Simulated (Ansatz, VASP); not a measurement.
ScAl3: VASP beside Ansatz

```
Al Sc
1.0
     4.07192    0.00000    0.00000
     0.00000    4.07192    0.00000
     0.00000    0.00000    4.07192
Al Sc
3 1
Direct
  0.00000 0.50000 0.50000
  0.50000 0.00000 0.50000
  0.50000 0.50000 0.00000
  0.00000 0.00000 0.00000
```

Alike in both runs: functional PBEsol; k mesh 14 × 14 × 14; occupations gaussian, width 0.1 eV; no spin polarisation.

Ansatz relaxed the structure, and its values are those at the end. VASP's run is a single point on that final structure, the one shown.

|  | VASP | Ansatz |
| --- | --- | --- |
| version | VASP 6.6.1 | Ansatz 0.2.0 |
| potentials or method | VASP PAW PBE potentials, release 64 (Al, Sc_sv) | scalar-relativistic, plane waves, PAW |
| plane-wave cutoff (eV) | 520 | 420 |
| valence electrons in the cell | 20 | 20 |

Ansatz gave:

```
gap on the k mesh at the Fermi level (eV) : none
pressure (GPa)                            : 0.0
```

Problem. Which values does VASP return?

Solution. gap on the k mesh at the Fermi level (eV): none; pressure (GPa): 0.1.

VASP's potentials were made for PBE, not for PBEsol. A gap of «none» marks a metal or a gap that the smearing closes.
